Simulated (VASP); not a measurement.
**Mg2C3: single point with r2SCAN**

The system is Mg2C3.

```
CELL_PARAMETERS angstrom
2.38702 -2.33941 -0.00634
2.38702 2.33941 -0.00634
-1.22536 0.00000 4.85842
ATOMIC_POSITIONS crystal
Mg 0.80824 0.80824 0.19843
Mg 0.19176 0.19176 0.80157
C 0.33377 0.33377 0.29753
C 0.69583 0.69583 0.73854
C 0.50000 0.50000 0.50000
```

This cell differs from its parent crystal: atom 3 (C) moved +0.200 Å towards its neighbour atom 5 (C) at 1.323 Å.

| Property | Result |
| --- | --- |
| Program | VASP 6.6.1 |
| Task | single point |
| Functional | r2SCAN |
| Potentials or basis | VASP PAW PBE potentials, release 64 (Mg, C) |
| Cutoff | 520 eV |
| k mesh | 8 × 8 × 6 |
| Occupations | gaussian, width 0.05 eV |
| Spin | no spin polarisation |

* Pressure: 20.3 GPa
* Largest force: 20.417 eV/Å
* Band gap on the k mesh: 2.08 eV, indirect (least direct gap 2.78 eV)

Forces in eV/Å, atoms in the order of the input:
```
Mg    0.114   0.000  -0.051
Mg    0.027   0.000   0.162
C    -9.958   0.000 -17.824
C     1.076   0.000   2.036
C     8.740   0.000  15.676
```

Stress tensor (GPa, compression positive):
```
13.88  0.00 30.33
 0.00 -2.75  0.00
30.33  0.00 49.64
```

Levels at points of the mesh, in eV from the valence-band top:
```
           k point  band 6  band 7  band 8  band 9  band 10  band 11
(0.00, 0.00, 0.00)   -3.75   -1.46   -0.60    3.87     4.84     5.37
(0.50, 0.00, 0.00)   -4.30   -3.14   -0.15    3.69     5.20     6.63
(0.50, 0.50, 0.00)   -4.21   -2.62   -1.41    2.14     2.29     4.09
(0.00, 0.00, 0.50)   -4.74   -0.88    0.00    3.73     4.63     4.66
(0.50, 0.00, 0.50)   -4.16   -1.62   -0.19    2.59     5.02     6.22
(0.50, 0.50, 0.50)   -4.25   -2.98   -2.05    2.21     3.60     6.54
```

Run time: 3.4 min on 1 thread of Intel(R) Xeon(R) 6975P-C (Granite Rapids), with other jobs on the host, peak memory 0.24 GiB.

Caveat: the cell differs from its parent crystal (atom 3 (C) moved +0.200 Å towards its neighbour atom 5 (C) at 1.323 Å); the PAW data sets were made with another functional, which shifts forces and pressure a little. A k mesh can miss the band edges.
